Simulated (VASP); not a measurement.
A run of VASP 6.6.1 is set up as follows.

INCAR

```
PREC = Accurate ; ENCUT = 570
EDIFF = 1E-6 ; ISMEAR = -1
SIGMA = 0.15 ; LREAL = False
LASPH = True ; NELM = 120
ALGO = Normal ; ISIF = 2
LWAVE = False ; LCHARG = True
GGA = B5 ; ALDAX = 1.0
AGGAX = 1.0 ; AGGAC = 1.0
ALDAC = 0.0 ; LELF = True
LVHAR = True ; NBANDS = 47
GGA_COMPAT = False
```

KPOINTS

```
Automatic mesh
0
Gamma
  5 5 5
```

File POSCAR:

```
Hg3Pt
1.0
    4.3442210000      0.0000000000      0.0000000000
    0.0000000000      4.3442210000      0.0000000000
    0.0000000000      0.0000000000      4.3442210000
Hg Pt
3 1
Direct
    0.0000000000      0.5000000000      0.5000000000
    0.5000000000      0.0000000000      0.5000000000
    0.5000000000      0.5000000000      0.0000000000
    0.0000000000      0.0000000000      0.0000000000
```

Potentials or basis: VASP PAW PBE potentials, release 64 (Hg_sv_GW, Pt_sv_GW).

The run is started by

```sh
$ cat potpaw_PBE.64/Hg_sv_GW/POTCAR potpaw_PBE.64/Pt_sv_GW/POTCAR > POTCAR
$ mpirun -np 1 vasp_std > vasp.out
```

Question: What does it give for the band gap on the k mesh?

Answer: Zero (bands 39 and 40 overlap by 1.92 eV).

Question: Predict the pressure.

Answer: 7.4 GPa.

Caveat: the cell stands under pressure; the PAW data sets were made with another functional, which shifts forces and pressure a little; spin-orbit coupling is left out, which moves the levels of the heavy elements.
